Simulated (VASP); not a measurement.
Here is a VASP 6.6.1 calculation.

INCAR

```
SYSTEM = AlNi
  PREC = Accurate
  ENCUT = 600
  EDIFF = 1E-7
  ISMEAR = -1
  SIGMA = 0.05
  LREAL = .FALSE.
  LASPH = .TRUE.
  NELM = 100
  ALGO = Normal
  ISIF = 3
  LWAVE = .FALSE.
  LCHARG = .FALSE.
  GGA = PE
  IBRION = 2
  NSW = 60
  EDIFFG = -0.005
  PSTRESS = 830.0
```

Contents of KPOINTS:

```
regular mesh
0
G
  13 13 13
  0 0 0
```

POSCAR

```
AlNi
1.0
    0.0000000000      2.2222095625      2.2222095625
    2.2222095625      0.0000000000      2.2222095625
    2.2222095625      2.2222095625      0.0000000000
Ni Al
1 1
Direct
    0.0000000000      0.0000000000      0.0000000000
    0.2500000000      0.2500000000      0.2500000000
```

Potentials or basis: VASP PAW PBE potentials, release 64 (Ni, Al).

The run is started by

```sh
$ cat potpaw_PBE.64/Ni/POTCAR potpaw_PBE.64/Al/POTCAR > POTCAR
$ mpirun -np 1 vasp_std > vasp.out
```

Question: Predict the relaxed volume.

Answer: 11.91 Å³/atom.

Question: Estimate the band gap on the k mesh.

Answer: Zero (an odd number of electrons rules out a gap without spin polarisation).

Question: What does it give for the space group after relaxing (to 0.1 Å)?

Answer: F-43m (No. 216).

Step by step:
| step | energy change (eV) | largest force (eV/Å) | pressure (GPa) | volume (Å³) |
| --- | --- | --- | --- | --- |
| 1 | 0.0000 | 0.0000 | 114.51 | 21.95 |
| 2 | -3.0169 | 0.0000 | 29.58 | 29.54 |
| 3 | -1.2349 | 0.0000 | 80.65 | 24.00 |
| 4 | -1.1539 | 0.0000 | 82.87 | 23.84 |
| 5 | -1.1337 | 0.0000 | 83.43 | 23.80 |
| 6 | -1.1344 | 0.0000 | 83.41 | 23.80 |
| 7 | -1.1366 | 0.0000 | 83.35 | 23.80 |
| 8 | -1.1366 | 0.0000 | 83.33 | 23.80 |
| 9 | -1.1367 | 0.0000 | 83.30 | 23.80 |
| 10 | -1.1368 | 0.0000 | 83.24 | 23.80 |
| 11 | -1.1370 | 0.0000 | 83.34 | 23.80 |
| 12 | -1.1375 | 0.0000 | 83.33 | 23.81 |
| 13 | -1.1385 | 0.0000 | 83.30 | 23.81 |
| 14 | -1.1405 | 0.0000 | 83.24 | 23.81 |
| 15 | -1.1445 | 0.0000 | 83.13 | 23.82 |
| 16 | -1.1524 | 0.0000 | 82.92 | 23.83 |
| 17 | -1.1493 | 0.0000 | 83.00 | 23.83 |

Caveat: the cell is relaxed towards a set pressure, so the run minimises the enthalpy, not the energy. Spin polarisation is off, so any magnetic state and its effect on volume and gap are missing.
